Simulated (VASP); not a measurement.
Set up this calculation in VASP 6.6.1, as the native input.

| Quantity | Value |
| --- | --- |
| Task | single point |
| Functional | PBEsol |
| Potentials or basis | VASP PAW PBE potentials, release 64 (Ni, Mo_sv, Pd, Ir, W_sv) |
| Cutoff | 520 eV |
| k mesh | 4 × 4 × 3 |
| Occupations | fermi-dirac, width 0.05 eV |
| Spin | collinear spin, ferromagnetic start |
| Starting moments | [1.0, 1.0, 0.0, 0.6, 0.0] μB |
| Dipole correction | no |
| Further INCAR settings | ALGO = Fast; EDIFF = 1e-07; NBANDS = 40 |

The structure of NiMoIrPdW lies in POSCAR:

```
NiMoIrPdW
1.0
    4.1000115107      0.0000000000      0.0000000000
   -2.0500057554      3.5507141241      0.0000000000
    0.0000000000      0.0000000000      5.2868641471
Ni Mo Pd Ir W
1 1 1 1 1
Direct
    0.0000000000      0.0000000000     -0.0065433387
    0.6666666667      0.3333333333      0.4848947124
    0.3333333333      0.6666666667      0.7477496025
    0.3333333333      0.6666666667      0.2542962806
    0.6666666667      0.3333333333      1.0040427432
```

One way to write it, as run:

INCAR

```
ALGO = Fast
EDIFF = 1E-7
ENCUT = 520
GGA = PS
ISIF = 2
ISMEAR = -1
ISPIN = 2
LASPH = T
LCHARG = F
LMAXMIX = 4
LORBIT = 11
LREAL = F
LWAVE = F
MAGMOM = 1 1 0 0.6 0
NBANDS = 40
NELM = 150
PREC = Accurate
SIGMA = 0.05
```

KPOINTS

```
k-points
0
Gamma
  4 4 3
```

Potentials or basis: VASP PAW PBE potentials, release 64 (Ni, Mo_sv, Pd, Ir, W_sv).

Command:

```sh
$ cat potpaw_PBE.64/Ni/POTCAR potpaw_PBE.64/Mo_sv/POTCAR potpaw_PBE.64/Pd/POTCAR potpaw_PBE.64/Ir/POTCAR potpaw_PBE.64/W_sv/POTCAR > POTCAR
$ mpirun -np 1 vasp_std > vasp.out
```

Results of the run:

* Pressure: 0.4 GPa
* Largest force: 0.025 eV/Å
* Net moment: 0.00 μB per cell
* Valence electrons inside the program's atomic spheres: Ni 9.52; Mo 12.39; Pd 9.74; Ir 8.45; W 12.17

Caveat: the k points lie up to 0.44 Å⁻¹ apart; the PAW data sets were made with another functional, which shifts forces and pressure a little.

Wall time 44 s on 1 thread of Intel(R) Xeon(R) 6975P-C (Granite Rapids), on a shared host, peak memory 0.25 GiB.
